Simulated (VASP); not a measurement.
Runs of VASP 6.6.1 on Br. The structure is that of space group Cmce (No. 64), or close to it. The cells are those of the table. 

```csv
cell,gap on the mesh (eV),pressure (GPa),largest force (eV/Å)
"a = 3.971, b = 3.971, c = 8.404 Å, angles 90.0, 90.0, 61.8°, 4 atoms",2.06,5.2,1.26
"a = 4.088, b = 4.088, c = 8.651 Å, angles 90.0, 90.0, 61.8°, 4 atoms",(b),(c),0.36
"a = 4.030, b = 4.030, c = 8.530 Å, angles 90.0, 90.0, 61.8°, 4 atoms",1.93,3.0,0.77
"a = 4.144, b = 4.144, c = 8.770 Å, angles 90.0, 90.0, 61.8°, 4 atoms",1.67,(a),-
```

Alike in all rows: task single point; level r2SCAN; potentials or basis VASP PAW PBE potentials, release 64 (Br); no spin polarisation; k mesh 8 × 8 × 4; cutoff (eV) 520; smearing fermi-dirac 0.05 eV.

Task: Estimate the missing entries.

Result: (a) -0.1; (b) 1.79; (c) 1.3.

Caveats: the PAW data sets were made with another functional, which shifts forces and pressure a little; the stress differs along the axes, from 1 to 10 GPa (at least some runs); the stress differs along the axes, from 0 to 6 GPa (at least some runs).

A k mesh can miss the band edges, and the runs leave out spin-orbit coupling on Br.
